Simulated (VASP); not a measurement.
# CdS (Fm-3m) in VASP: single point with PBE0

Aim: the single point of CdS with PBE0.

Everything below comes from runs of VASP 6.6.1. Logs are shortened: lines on timing, memory, paths and dates and some standing lists are left out, and cuts for length are marked.

## (1) The cell of the first run

The structure is cubic, space group Fm-3m (No. 225). Conventional cell: a = 5.454 Å, b = 5.454 Å, c = 5.454 Å, α = 90.00°, β = 90.00°, γ = 90.00°. Cd (site symmetry m-3m) has 6 S at 2.73 Å within 3.6 Å. S (site symmetry m-3m) has 6 Cd at 2.73 Å within 3.6 Å.

## (2) Single point, PBE0

File POSCAR:

```
CdS
1.0
    0.0000000000      2.7267765504      2.7267765504
    2.7267765504      0.0000000000      2.7267765504
    2.7267765504      2.7267765504      0.0000000000
Cd S
1 1
Direct
    0.0000000000      0.0000000000      0.0000000000
    0.5000000000      0.5000000000      0.5000000000
```

File INCAR.step1:

```
PREC     = Accurate       # precision mode
ENCUT    = 520            # plane-wave cutoff, eV
EDIFF    = 1E-5           # SCF threshold, eV
ISMEAR   = 0              # smearing method
SIGMA    = 0.01           # smearing width, eV
LREAL    = F              # projectors in reciprocal space
LASPH    = T              # aspherical terms in the spheres
NELM     = 80             # most SCF steps
ALGO     = Normal         # electronic algorithm
ISIF     = 2              # what is computed and relaxed
LWAVE    = T              # write WAVECAR
LCHARG   = F              # write CHGCAR
NBANDS   = 16             # bands
GGA      = PE             # functional
```

File INCAR.step2:

```
PREC     = Accurate       # precision mode
ENCUT    = 520            # plane-wave cutoff, eV
EDIFF    = 1E-6           # SCF threshold, eV
ISMEAR   = 0              # smearing method
SIGMA    = 0.01           # smearing width, eV
LREAL    = F              # projectors in reciprocal space
LASPH    = T              # aspherical terms in the spheres
NELM     = 80             # most SCF steps
ALGO     = Normal         # electronic algorithm
ISIF     = 2              # what is computed and relaxed
LWAVE    = F              # write WAVECAR
LCHARG   = F              # write CHGCAR
GGA      = PE             # functional
LHFCALC  = T              # exact exchange
AEXX     = 0.25           # exact-exchange fraction
PRECFOCK = Normal       
NBANDS   = 16             # bands
ISTART   = 1
```

File KPOINTS:

```
Automatic mesh
0
Gamma
  6 6 6
```

Potentials or basis: VASP PAW PBE potentials, release 64 (Cd, S).

Command:

```console
> cat potpaw_PBE.64/Cd/POTCAR potpaw_PBE.64/S/POTCAR > POTCAR
> cp INCAR.step1 INCAR
> mpirun -np 1 vasp_std > vasp.out
> cp INCAR.step2 INCAR
> mpirun -np 1 vasp_std > vasp.out
```

OUTCAR:

```text
PREC = Accurate
   ENCUT = 520
   EDIFF = 1E-6
   ISMEAR = 0
   LREAL = F
   LASPH = T
   NELM = 80
   ISIF = 2
   GGA = PE
   LHFCALC = T
   AEXX = 0.25
   PRECFOCK = Normal
   ISTART = 1

 ion  position               nearest neighbor table
   1  0.000  0.000  0.000-   2 2.73   2 2.73   2 2.73   2 2.73   2 2.73   2 2.73
   2  0.500  0.500  0.500-   1 2.73   1 2.73   1 2.73   1 2.73   1 2.73   1 2.73

  LATTYP: Found a face centered cubic cell.
 ALAT       =     5.4535531008

  Lattice vectors:

 A1 = (   0.0000000000,   2.7267765504,   2.7267765504)
 A2 = (   2.7267765504,   0.0000000000,   2.7267765504)
 A3 = (   2.7267765504,   2.7267765504,   0.0000000000)

Analysis of symmetry for initial positions (statically):
=====================================================================
 Subroutine PRICEL returns:
 Original cell was already a primitive cell.

 Routine SETGRP: Setting up the symmetry group for a
 face centered cubic supercell.

 Subroutine GETGRP returns: Found 48 space group operations
 (whereof 48 operations were pure point group operations)
 out of a pool of 48 trial point group operations.

The static configuration has the point symmetry O_h .

Analysis of symmetry for dynamics (positions and initial velocities):
=====================================================================
 Subroutine PRICEL returns:
 Original cell was already a primitive cell.

 Routine SETGRP: Setting up the symmetry group for a
 face centered cubic supercell.

 Subroutine GETGRP returns: Found 48 space group operations
 (whereof 48 operations were pure point group operations)
 out of a pool of 48 trial point group operations.

The dynamic configuration has the point symmetry O_h .

 Subroutine INISYM returns: Found 48 space group operations
 (whereof 48 operations are pure point group operations),
 and found     1 'primitive' translations

----------------------------------------------------------------------------------------

                                     Primitive cell

  volume of cell :      40.5489

  direct lattice vectors                    reciprocal lattice vectors
     0.000000000  2.726776550  2.726776550    -0.183366694  0.183366694  0.183366694
[... 82 lines left out ...]
   NFREE  =      0    steps in history (QN), initial steepest desc. (CG)
   ISIF   =      2    stress and relaxation
   ISYM   =      3    0-nonsym 1-usesym 2-fastsym
   POTIM  = 0.5000    time-step for ionic-motion
   TEBEG  =    0.0;   TEEND  =   0.0 temperature during run
   PSTRESS=    0.0 pullay stress
   NELECT =      18.0000    total number of electrons
   NUPDOWN=      -1.0000    fix difference up-down
   EMIN   =  10.00;   EMAX   =-10.00  energy-range for DOS
   EFERMI =   0.00;   METHOD = LEGACY
   ISMEAR =     0;   SIGMA  =   0.01  broadening in eV -4-tet -1-fermi 0-gaus
   EFERMI_NEDOS =   21; number of points for ismear=-14 and -15
   IALGO  =     38    algorithm
   IMIX   =      1    mixing-type and parameters
     AMIX     =   0.40;   BMIX     =  1.00
     AMIX_MAG =   1.60;   BMIX_MAG =  1.00
  volume/ion in A,a.u.               =      20.27       136.82
  Fermi-wavevector in a.u.,A,eV,Ry     =   1.248838  2.359962 21.219598  1.559596
  Thomas-Fermi vector in A             =   2.382906
   LORBIT       =      0    0 simple, 1 ext, 2 COOP (PROOUT), +10 PAW based schemes
   GGA     = PE    functional components
   LHFCALC =     T    Hartree Fock is set to
   PRECFOCK=normal    Normal, Fast or Accurate (Low or Medium for compatibility)
   ENCUT4O =  -1.0   cutoff for four orbital integrals eV
   NKREDX  =     1    reduce k-point grid by
   NKREDY  =     1    reduce k-point grid by
   NKREDZ  =     1    reduce k-point grid by
   AEXX    =    0.2500 exact exchange contribution
   HFSCREEN=    0.0000 screening length (either q_TF or 0.3 A-1)
   HFSCREENC=   0.0000 screening length for correlation (either q_TF or 0.3 A-1)
   ENCUTFOCK=  -1.0 apply spherical cutoff to Coloumb kernel
   IVDW    =     0    specifies the selected vdW correction
   LEPSILON=     F    determine dielectric tensor
   LRPA    =     F    only Hartree local field effects (RPA)
 non-spin polarized calculation
 Gauss-broadening in eV      SIGMA  =   0.01
  energy-cutoff  :      520.00
  volume of cell :       40.55
 maximum number of plane-waves:      1113
 NGX is ok and might be reduce to    30
  NGX = 24; NGY = 24; NGZ = 24

 number of electron      18.0000003 magnetization

 Free energy of the ion-electron system (eV)
  ---------------------------------------------------
  ext. energy  EPLUGINS =         0.00000000
  ---------------------------------------------------
  free energy    TOTEN  =        -7.92092993 eV

  energy without entropy =       -7.92092993  energy(sigma->0) =       -7.92092993

 E-fermi :   2.0462     XC(G=0):  -8.2350

 val. band max:        2.0011136899   @ k =   0.5000   0.0000   0.0000
 cond. band min:       3.9149140738   @ k =   0.5000   0.5000   0.0000
 fundamental gap:      1.9138003839
 Fermi energy:         2.0461684856

 k-point     1 :       0.0000    0.0000    0.0000
  band No.  band energies     occupation
      1     -12.1781      2.00000
      2      -6.8992      2.00000
      3      -6.8992      2.00000
      4      -6.8723      2.00000
      5      -6.8723      2.00000
      6      -6.8723      2.00000
[... 281 lines left out ...]
      3      -6.9569      2.00000
      4      -6.7487      2.00000
      5      -6.5980      2.00000
      6      -5.9778      2.00000
[... 8 lines left out ...]
     15      18.1488      0.00000
     16      19.0085      0.00000

------------------------ aborting loop because EDIFF is reached ----------------------------------------

  FORCE on cell =-STRESS in cart. coord.  units (eV):
  Direction    XX          YY          ZZ          XY          YZ          ZX
  --------------------------------------------------------------------------------------
  -------------------------------------------------------------------------------------
  Total        0.0548050      0.0548050      0.0548050      0.0000000      0.0000000     -0.0000000
  in kB        2.1654701      2.1654701      2.1654701      0.0000000      0.0000000     -0.0000000
  external PRESSURE =       2.1654701 kB  Pullay stress =       0.0000000 kB

 VOLUME and BASIS-vectors are now :
 -----------------------------------------------------------------------------
  energy-cutoff  :      520.00
  volume of cell :       40.55
      direct lattice vectors                 reciprocal lattice vectors
     0.000000000  2.726776550  2.726776550    -0.183366694  0.183366694  0.183366694
     2.726776550  0.000000000  2.726776550     0.183366694 -0.183366694  0.183366694
     2.726776550  2.726776550  0.000000000     0.183366694  0.183366694 -0.183366694

 POSITION                                       TOTAL-FORCE (eV/Angst)
 -----------------------------------------------------------------------------------
      0.00000      0.00000      0.00000        -0.000000      0.000000      0.000000
      2.72678      2.72678      2.72678         0.000000     -0.000000     -0.000000
 -----------------------------------------------------------------------------------
    total drift:                               -0.000000     -0.000000     -0.000000

  FREE ENERGIE OF THE ION-ELECTRON SYSTEM (eV)
  ---------------------------------------------------
  free  energy   TOTEN  =        -7.9209299280 eV

  energy  without entropy=       -7.9209299280  energy(sigma->0) =       -7.92092993
```

OUTCAR.step1:

```text
PREC = Accurate
   ENCUT = 520
   EDIFF = 1E-5
   ISMEAR = 0
   LREAL = F
   LASPH = T
[... 514 lines left out ...]
 -----------------------------------------------------------------------------------
      0.00000      0.00000      0.00000         0.000000     -0.000000     -0.000000
      2.72678      2.72678      2.72678         0.000000      0.000000      0.000000
 -----------------------------------------------------------------------------------
    total drift:                               -0.000000      0.000000      0.000000

  FREE ENERGIE OF THE ION-ELECTRON SYSTEM (eV)
  ---------------------------------------------------
  free  energy   TOTEN  =        -5.8624740110 eV

  energy  without entropy=       -5.8624740110  energy(sigma->0) =       -5.86247401
```

It took 78 min on 1 thread of AMD EPYC 7R13, shared host; peak memory 0.16 GiB.

What came out:

- Free energy: -7.9209 eV
- Pressure: 0.2 GPa
- Band gap on the k mesh: 1.91 eV (least direct gap 3.42 eV)

Caveat: the structure was generated, so it needn't be the stable form of CdS; the PAW data sets were made with another functional, which shifts forces and pressure a little. A k mesh can miss the band edges.
